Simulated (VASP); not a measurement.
Here is a VASP 6.6.1 calculation.

The input INCAR:

```
ALGO = Normal
EDIFF = 1E-7
ENCUT = 520
GGA = PE
ISIF = 2
ISMEAR = -1
LASPH = T
LCHARG = F
LREAL = F
LWAVE = F
NBANDS = 30
NELM = 60
PREC = Accurate
SIGMA = 0.05
```

The input KPOINTS:

```
k-points
0
Gamma
  12 12 4
```

File POSCAR:

```
Sc
1.0
    2.7766321006      0.0000000000      0.0000000000
   -1.3883160503      2.4046339361      0.0000000000
    0.0000000000      0.0000000000      8.8540307599
Sc
4
Direct
    0.0000000000      0.0000000000      0.0000000000
    0.0000000000      0.0000000000      0.5000000000
    0.3333333333      0.6666666667      0.2500000000
    0.6666666667      0.3333333333      0.7500000000
```

Potentials or basis: VASP PAW PBE potentials, release 64 (Sc_sv).

The run is started by

```console
$ cat potpaw_PBE.64/Sc_sv/POTCAR > POTCAR
$ mpirun -np 1 vasp_std > vasp.out
```

Q: What does it give for the pressure?

A: 57.7 GPa.

Q: Predict the band gap on the k mesh.

A: Zero (band 22 reaches 9.04 eV, above the bottom of band 23 at 6.78 eV).

Stress tensor (GPa, compression positive):
```
57.58  0.00  0.00
 0.00 57.58  0.00
 0.00  0.00 57.91
```
